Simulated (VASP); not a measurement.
**TiN (Osbornite): single point with r2SCAN**

Crystal: TiN (Osbornite).

```
Ti N
1.0
     0.00000    2.13092    2.13092
     2.13092    0.00000    2.13092
     2.13092    2.13092    0.00000
Ti N
1 1
Cartesian
  0.0000 0.0000 0.0000
  2.1309 2.1309 2.1309
```

* Program: VASP 6.6.1
* Task: single point
* Functional: r2SCAN
* Potentials or basis: VASP PAW PBE potentials, release 64 (Ti_sv, N)
* Cutoff: 520 eV
* k mesh: 14 × 14 × 14
* Occupations: fermi-dirac, width 0.1 eV
* Spin: no spin polarisation
* Dipole correction: no
* Further INCAR settings: ALGO = Normal; EDIFF = 1e-06; NBANDS = 16

```yaml
Pressure: -4.3 GPa
```

Levels at points of the mesh, in eV from the Fermi level:
| k point | band 5 | band 6 | band 7 | band 8 | band 9 | band 10 | band 11 | band 12 | band 13 | band 14 |
| --- | --- | --- | --- | --- | --- | --- | --- | --- | --- | --- |
| (0.00, 0.00, 0.00) | -18.17 | -2.36 | -2.36 | -2.36 | -0.61 | -0.61 | -0.61 | 0.57 | 0.57 | 5.69 |
| (0.50, 0.00, 0.00) | -15.80 | -8.41 | -5.83 | -5.83 | 1.69 | 1.69 | 2.38 | 5.81 | 5.81 | 6.38 |
| (0.50, 0.50, 0.00) | -16.81 | -6.23 | -3.59 | -3.59 | -3.03 | 1.63 | 2.38 | 2.38 | 3.59 | 10.96 |

Wall time 86 s on 1 thread of Intel(R) Xeon(R) 6975P-C (Granite Rapids), with other jobs on the host, peak memory 0.16 GiB.

Caveat: the PAW data sets were made with another functional, which shifts forces and pressure a little.
